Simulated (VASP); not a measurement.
Ge3Pd, 4 atoms in the cell. The structure is cubic, space group Pm-3m (No. 221). Conventional cell: a = 4.142 Å, b = 4.142 Å, c = 4.142 Å, α = 90.00°, β = 90.00°, γ = 90.00°. Within 3.9 Å of Pd (site symmetry m-3m) lie 12 Ge at 2.93 Å. Ge (site symmetry 4/mmm) has 4 Pd at 2.93 Å and 8 Ge at 2.93 Å within 3.9 Å. 

- Program: VASP 6.6.1
- Task: single point
- Functional: r2SCAN
- Potentials or basis: VASP PAW PBE potentials, release 64 (Pd, Ge_d)
- Cutoff: 520 eV
- k mesh: 7 × 7 × 7
- Occupations: fermi-dirac, width 0.05 eV
- Spin: no spin polarisation
- Dipole correction: no
- Further INCAR settings: ALGO = Normal; EDIFF = 1e-06; NBANDS = 34

Potentials or basis: VASP PAW PBE potentials, release 64 (Pd, Ge_d).

Launch:

```console
$ cat potpaw_PBE.64/Pd/POTCAR potpaw_PBE.64/Ge_d/POTCAR > POTCAR
$ cp INCAR.step1 INCAR
$ mpirun -np 1 vasp_std > vasp.out
$ cp INCAR.step2 INCAR
$ mpirun -np 1 vasp_std > vasp.out
```

Hardware: 1 thread of AMD EPYC 7R13, with other jobs on the host.

Q: Estimate the wall time of this run.

A: Run time: 3.6 min on 1 thread of AMD EPYC 7R13, with other jobs on the host, peak memory 0.17 GiB. Counts: k points 20.
